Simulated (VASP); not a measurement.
## CsH: single point with PBEsol

The system is CsH.

```
CELL_PARAMETERS angstrom
0.00000 3.12661 3.12661
3.12661 0.00000 3.12661
3.12661 3.12661 0.00000
ATOMIC_POSITIONS crystal
Cs 0.00000 0.00000 0.00000
H 0.50000 0.50000 0.50000
```

- Program: VASP 6.6.1
- Task: single point
- Functional: PBEsol
- Potentials or basis: VASP PAW PBE potentials, release 64 (Cs_sv, H)
- Cutoff: 520 eV
- k mesh: 6 × 6 × 6
- Occupations: gaussian, width 0.02 eV
- Spin: no spin polarisation
- Dipole correction: no
- Further INCAR settings: ALGO = Normal; EDIFF = 1e-06; NBANDS = 12

The pressure is 0.0 GPa. The band gap on the k mesh is 2.04 eV.

Levels at points of the mesh, in eV from the valence-band top:
| k point | band 1 | band 2 | band 3 | band 4 | band 5 | band 6 | band 7 | band 8 | band 9 | band 10 |
| --- | --- | --- | --- | --- | --- | --- | --- | --- | --- | --- |
| (0.00, 0.00, 0.00) | -21.49 | -7.87 | -7.87 | -7.87 | -1.92 | 5.11 | 5.11 | 5.11 | 6.00 | 7.00 |
| (0.50, 0.00, 0.00) | -21.39 | -8.87 | -7.98 | -7.98 | 0.00 | 2.04 | 4.63 | 4.63 | 7.39 | 8.47 |
| (0.50, 0.50, 0.00) | -21.36 | -8.72 | -8.19 | -8.19 | -1.37 | 2.91 | 5.71 | 8.22 | 8.44 | 8.44 |

It took 23 s on 1 thread of Intel Xeon 8259CL, on a shared host, peak memory 0.2 GiB.

Caveat: the PAW data sets were made with another functional, which shifts forces and pressure a little; spin-orbit coupling is left out, which moves the levels of the heavy elements. A k mesh can miss the band edges.
